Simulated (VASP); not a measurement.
# Li4Nb4O11 (a cell with a defect) in VASP: a series of runs, part 2 of 2

VASP 6.6.1. The steps go on from the part before.

## 4. Single point, PBE

INCAR

```
SYSTEM = Li4Nb4O11
  ALGO = Normal
  EDIFF = 1E-6
  ENCUT = 520
  GGA = PE
  ISIF = 2
  ISMEAR = 0
  LASPH = .TRUE.
  LCHARG = .FALSE.
  LREAL = Auto
  LWAVE = .FALSE.
  NBANDS = 80
  NELECT = 128.0
  NELM = 60
  PREC = Accurate
  SIGMA = 0.05
```

KPOINTS

```
k-points
0
G
  4 4 4
  0 0 0
```

POSCAR

```
Li4Nb4O11
1.0
    5.2231019317      0.0000000000      0.0000000000
    0.0000000000      3.0155593063     -4.5984613597
    0.0000000000      6.0311186126      4.5984613597
Li Nb O
4 4 11
Direct
    0.0000000000      0.5000000000      0.2500000000
    0.5000000000      0.0000000000      0.7500000000
    0.0000000000      0.5000000000      0.7500000000
    0.5000000000      0.0000000000      0.2500000000
    0.5000000000      0.5000000000      0.5000000000
    0.0000000000      0.0000000000      0.0000000000
    0.0000000000      0.0000000000      0.5000000000
    0.5000000000      0.5000000000      0.0000000000
    0.8803293659      0.0000000000      0.2500000000
    0.3803293659      0.5000000000      0.7500000000
    0.8098353170      0.6901646830      0.9401646830
    0.8098353170      0.3098353170      0.5598353170
    0.3098353170      0.8098353170      0.0598353170
    0.1196706341      0.0000000000      0.7500000000
    0.6196706341      0.5000000000      0.2500000000
    0.6901646830      0.8098353170      0.5598353170
    0.1901646830      0.3098353170      0.0598353170
    0.2078772610      0.6206101443      0.4401646830
    0.6901646830      0.1901646830      0.9401646830
```

Launch:

```console
$ cat potpaw_PBE.64/Li_sv/POTCAR potpaw_PBE.64/Nb_sv/POTCAR potpaw_PBE.64/O/POTCAR > POTCAR
$ mpirun -np 1 vasp_std > vasp.out
```

It took 31 min on 1 thread of Intel Xeon 8259CL, shared host; peak memory 0.53 GiB.

It converged, with:

```
Free energy   : -158.4432 eV
Largest force : 5.551 eV/Å
```

Forces on the atoms (eV/Å):
```
Li  -0.355 -0.680 -0.476
Li   0.260  0.673  0.575
Li   0.008  0.427  0.248
Li   0.602 -1.305 -0.435
Nb   4.534  2.495 -1.014
Nb  -0.221 -0.220 -0.145
Nb  -5.145  0.828  1.911
Nb   0.235 -0.180 -0.061
O    1.126  2.044  1.511
O    0.163 -1.431 -0.269
O    0.013  0.209 -0.243
O    1.886 -2.154  2.072
O   -0.111  0.341  0.010
O    0.337 -2.490 -1.904
O   -0.106  0.705  1.446
O    1.043 -0.009 -0.931
O   -0.008 -0.003  0.404
O   -4.520  0.734 -2.861
O    0.259  0.015  0.161
```

Levels at points of the mesh, in eV from the Fermi level:
```
           k point  band 62  band 63  band 64  band 65  band 66  band 67
(0.00, 0.00, 0.00)    -0.43    -0.42    -0.33     0.27     0.98     1.47
(0.50, 0.00, 0.00)    -0.84    -0.40    -0.31     0.96     1.50     1.68
(0.00, 0.50, 0.00)    -0.87    -0.40    -0.40     1.18     1.49     1.65
(0.50, 0.50, 0.00)    -0.92    -0.85    -0.83     0.52     1.27     1.46
(0.00, 0.00, 0.50)    -0.41    -0.37    -0.27     0.25     0.97     1.98
(0.50, 0.00, 0.50)    -0.66    -0.40    -0.31     0.92     1.54     1.92
(0.00, 0.50, 0.50)    -0.73    -0.40    -0.37     1.14     1.42     1.98
(0.50, 0.50, 0.50)    -0.93    -0.89    -0.80     0.51     1.28     1.97
```

Caveat: the cell carries a net charge on a neutralising background, which shifts energy and pressure; the cell differs from its parent crystal (atoms taken out, atom 18 moved -0.125 of the way to it and +0.175 Å across, host rigid); the cell is charged against a uniform background, so pressure and absolute levels hang on convention.

## 5. Single point, PBE

INCAR

```
PREC     = Accurate       # precision mode
ENCUT    = 520            # plane-wave cutoff, eV
EDIFF    = 1E-6           # SCF threshold, eV
ISMEAR   = 0              # smearing method
SIGMA    = 0.05           # smearing width, eV
LREAL    = Auto         
LASPH    = T              # aspherical terms in the spheres
NELM     = 60             # most SCF steps
ALGO     = Normal         # electronic algorithm
ISIF     = 2              # what is computed and relaxed
LWAVE    = F              # write WAVECAR
LCHARG   = T              # write CHGCAR
GGA      = PE             # functional
LELF     = T              # ELF
LVHAR    = T            
NBANDS   = 80             # bands
NELECT   = 128.0
```

KPOINTS

```
regular mesh
0
Gamma
  4 4 4
```

POSCAR: that of step 4 with these lines changed.

```diff
@@ -25,3 +25,3 @@
     0.1901646830      0.3098353170      0.0598353170
-    0.2078772610      0.6206101443      0.4401646830
+    0.1397806977      0.7667737603      0.4401646830
     0.6901646830      0.1901646830      0.9401646830
```

Launch:

```console
$ cat potpaw_PBE.64/Li_sv/POTCAR potpaw_PBE.64/Nb_sv/POTCAR potpaw_PBE.64/O/POTCAR > POTCAR
$ mpirun -np 1 vasp_std > vasp.out
```

It took 31 min on 1 thread of Intel Xeon 8259CL, shared host; peak memory 0.53 GiB.

Results (log left out):

* Free energy: -155.6542 eV
* Largest force: 21.891 eV/Å

Forces on the atoms (eV/Å):
```
Li   -0.419  -0.597  -0.657
Li    0.109   0.627   0.581
Li   -0.254   0.597   0.408
Li    0.588  -1.233  -0.381
Nb    5.492   3.286  -1.185
Nb   -0.295  -0.188   0.080
Nb  -10.553  11.709  -6.808
Nb    0.366  -0.222  -0.177
O    -0.049   0.845  -0.654
O    -0.330  -2.815  -1.655
O    -0.314  -0.012   0.105
O    -3.277   1.473  -3.232
O     0.168   0.065   0.330
O     0.382  -0.571  -1.017
O    -1.229   1.882   1.929
O    -2.144  -1.145   1.001
O     0.242   0.496   0.164
O    11.738 -14.477  11.483
O    -0.221   0.280  -0.315
```

Levels at points of the mesh, in eV from the Fermi level:
| k point | band 60 | band 61 | band 62 | band 63 | band 64 | band 65 | band 66 | band 67 | band 68 | band 69 |
| --- | --- | --- | --- | --- | --- | --- | --- | --- | --- | --- |
| (0.00, 0.00, 0.00) | -1.06 | -0.99 | -0.60 | -0.54 | -0.45 | 0.29 | 0.83 | 1.37 | 1.52 | 2.12 |
| (0.50, 0.00, 0.00) | -1.37 | -1.15 | -0.67 | -0.57 | -0.45 | 0.62 | 1.32 | 1.60 | 1.85 | 2.51 |
| (0.00, 0.50, 0.00) | -1.34 | -1.20 | -0.73 | -0.58 | -0.52 | 0.93 | 1.21 | 1.48 | 1.88 | 2.53 |
| (0.50, 0.50, 0.00) | -1.25 | -1.14 | -1.00 | -0.98 | -0.95 | 0.51 | 0.81 | 1.36 | 1.47 | 2.25 |
| (0.00, 0.00, 0.50) | -1.10 | -1.04 | -0.59 | -0.52 | -0.40 | 0.25 | 0.82 | 1.84 | 2.01 | 2.31 |
| (0.50, 0.00, 0.50) | -1.02 | -0.92 | -0.69 | -0.55 | -0.45 | 0.54 | 1.52 | 1.77 | 2.13 | 2.91 |
| (0.00, 0.50, 0.50) | -1.08 | -0.95 | -0.73 | -0.55 | -0.53 | 0.76 | 1.26 | 1.82 | 2.14 | 2.88 |
| (0.50, 0.50, 0.50) | -1.23 | -1.14 | -1.04 | -1.01 | -0.92 | 0.46 | 0.83 | 1.87 | 1.99 | 2.73 |

Caveat: the cell carries a net charge on a neutralising background, which shifts energy and pressure; the cell differs from its parent crystal (atoms taken out, atom 18 moved 0.125 of the way to it and -0.350 Å across, host rigid); the cell is charged against a uniform background, so pressure and absolute levels hang on convention.

## 6. Single point, PBE

INCAR

```
SYSTEM = Li4Nb4O11
PREC = Accurate ; ENCUT = 520
EDIFF = 1E-6 ; ISMEAR = 0
SIGMA = 0.05 ; LREAL = Auto
LASPH = .True. ; NELM = 100
ALGO = Normal ; ISIF = 2
LWAVE = .False. ; LCHARG = .False.
GGA = PE ; NBANDS = 80
NELECT = 128.0
```

KPOINTS

```
Automatic mesh
0
Gamma
  4 4 4
  0 0 0
```

POSCAR: that of step 5 with these lines changed.

```diff
@@ -25,3 +25,3 @@
     0.1901646830      0.3098353170      0.0598353170
-    0.1397806977      0.7667737603      0.4401646830
+    0.2444925025      1.2042737603      0.4401646830
     0.6901646830      0.1901646830      0.9401646830
```

Potentials or basis: VASP PAW PBE potentials, release 64 (Li_sv, Nb_sv, O).

Launch:

```console
$ cat potpaw_PBE.64/Li_sv/POTCAR potpaw_PBE.64/Nb_sv/POTCAR potpaw_PBE.64/O/POTCAR > POTCAR
$ mpirun -np 1 vasp_std > vasp.out
```

Wall time 33 min (1 thread of Intel Xeon 8259CL, shared host); peak memory 0.54 GiB.

The run converged. Its results:

| Item | Value |
| --- | --- |
| Free energy | -158.7206 eV |
| Largest force | 5.174 eV/Å |

Forces in eV/Å, atoms in the order of the input:
```
Li  -0.444 -1.239 -0.197
Li   0.100  0.520  0.326
Li  -0.189  0.591  0.572
Li   0.195 -0.450 -0.564
Nb   4.489  0.286  2.555
Nb  -0.324 -0.012 -0.074
Nb  -3.683  1.936 -0.543
Nb   0.170 -0.395 -0.135
O    0.181  0.628  1.705
O   -0.212 -1.973 -1.732
O   -0.170  0.059  0.066
O   -1.922  0.037 -0.629
O   -0.017  0.223  0.365
O    0.101 -2.002 -0.658
O   -0.963  1.875  1.318
O   -1.584 -1.217  0.645
O    0.086  0.148  0.039
O    4.102  0.827 -2.927
O    0.084  0.159 -0.131
```

Levels at points of the mesh, in eV from the Fermi level:
```
           k point  band 61  band 62  band 63  band 64  band 65  band 66  band 67  band 68
(0.00, 0.00, 0.00)    -0.90    -0.45    -0.40    -0.32     0.31     1.19     1.56     1.74
(0.50, 0.00, 0.00)    -0.98    -0.85    -0.40    -0.31     1.25     1.53     1.80     2.19
(0.00, 0.50, 0.00)    -1.00    -0.92    -0.42    -0.38     1.25     1.49     1.76     2.26
(0.50, 0.50, 0.00)    -1.01    -0.94    -0.83    -0.80     0.58     1.37     1.58     1.64
(0.00, 0.00, 0.50)    -0.91    -0.43    -0.36    -0.27     0.25     1.19     2.16     2.38
(0.50, 0.00, 0.50)    -0.75    -0.68    -0.39    -0.31     1.12     1.65     2.10     2.37
(0.00, 0.50, 0.50)    -0.78    -0.76    -0.41    -0.37     1.11     1.57     2.11     2.53
(0.50, 0.50, 0.50)    -0.98    -0.94    -0.90    -0.81     0.58     1.36     2.22     2.28
```

Caveat: the cell carries a net charge on a neutralising background, which shifts energy and pressure; the cell differs from its parent crystal (atoms taken out, atom 18 moved 1.000 of the way to it and -0.350 Å across, host rigid); the cell is charged against a uniform background, so pressure and absolute levels hang on convention.
